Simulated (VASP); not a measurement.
Here is a VASP 6.6.1 calculation.

INCAR

```
SYSTEM = Hf4N
ALGO = Normal ; EDIFF = 1E-6
ENCUT = 520 ; GGA = PE
ISIF = 2 ; ISMEAR = 0
LASPH = .TRUE. ; LCHARG = .FALSE.
LREAL = .FALSE. ; LWAVE = .FALSE.
NBANDS = 30 ; NELM = 100
PREC = Accurate ; SIGMA = 0.1
```

File KPOINTS:

```
k-points
0
G
  4 4 4
  0 0 0
```

POSCAR

```
Hf4N
1.0
    0.0000000000      4.0485120700      4.9124127500
    2.7344746200      0.0000000000      4.9124127500
    2.7344746200      4.0485120700      0.0000000000
Hf N
4 1
Direct
    0.0000000000      0.5000000000      0.0000000000
    0.5000000000      0.0000000000      0.5000000000
    0.2235820800      0.7764179200      0.2235820800
    0.7764179200      0.2235820800      0.7764179200
    0.0000000000      0.0000000000      0.0000000000
```

Potentials or basis: VASP PAW PBE potentials, release 64 (Hf_pv, N).

The run is started by

```console
$ cat potpaw_PBE.64/Hf_pv/POTCAR potpaw_PBE.64/N/POTCAR > POTCAR
$ mpirun -np 1 vasp_std > vasp.out
```

(1) Predict the pressure.

(2) What does it give for the largest force?

Results:

(1) 6.5 GPa.

(2) 6.143 eV/Å.

Caveat: the k points lie up to 0.38 Å⁻¹ apart; forces of over 1 eV/Å act on the atoms, so gaps and moduli don't describe the material at rest.
